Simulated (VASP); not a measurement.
Write the native input for VASP 6.6.1 that does the following.

| Item | Value |
| --- | --- |
| Task | single point |
| Functional | PBE |
| Potentials or basis | VASP PAW PBE potentials, release 64 (Si, C) |
| Cutoff | 520 eV |
| k mesh | 12 × 12 × 6 |
| Occupations | gaussian, width 0.05 eV |
| Spin | no spin polarisation |
| Dipole correction | no |
| Further INCAR settings | ALGO = Normal; EDIFF = 1e-07; NBANDS = 16 |

The structure of SiC lies in POSCAR:

```
SiC
1.0
    3.0759982064      0.0000000000      0.0000000000
   -1.5379991032      2.6638925888      0.0000000000
    0.0000000000      0.0000000000      5.0480000000
Si C
2 2
Direct
    0.2840633288      0.5681266575      0.0000000000
    0.7159366712      0.4318733425      0.5000000000
    0.3783026717      0.7566053434      0.3850000000
    0.6216973283      0.2433946566      0.8850000000
```

This cell differs from its parent crystal: atoms displaced along a vibrational mode.

The input as run:

INCAR

```
SYSTEM = SiC
PREC = Accurate
ENCUT = 520
EDIFF = 1E-7
ISMEAR = 0
SIGMA = 0.05
LREAL = .FALSE.
LASPH = .TRUE.
NELM = 100
ALGO = Normal
ISIF = 2
LWAVE = .FALSE.
LCHARG = .TRUE.
GGA = PE
LELF = .TRUE.
LVHAR = .TRUE.
NBANDS = 16
```

KPOINTS

```
regular mesh
0
G
  12 12 6
  0 0 0
```

Potentials or basis: VASP PAW PBE potentials, release 64 (Si, C).

The run is started by

```console
$ cat potpaw_PBE.64/Si/POTCAR potpaw_PBE.64/C/POTCAR > POTCAR
$ mpirun -np 1 vasp_std > vasp.out
```

It gave:

The pressure is 2.3 GPa, the largest force is 1.753 eV/Å and the band gap on the k mesh is 1.57 eV (least direct gap 3.87 eV).

Caveat: the cell differs from its parent crystal (atoms displaced along a vibrational mode); forces of over 1 eV/Å act on the atoms, so gaps and moduli don't describe the material at rest.

Run time: 69 s on 1 thread of Intel(R) Xeon(R) Platinum 8259CL CPU @ 2.50GHz (Skylake/Cascade Lake), with other jobs on the host, peak memory 0.22 GiB.
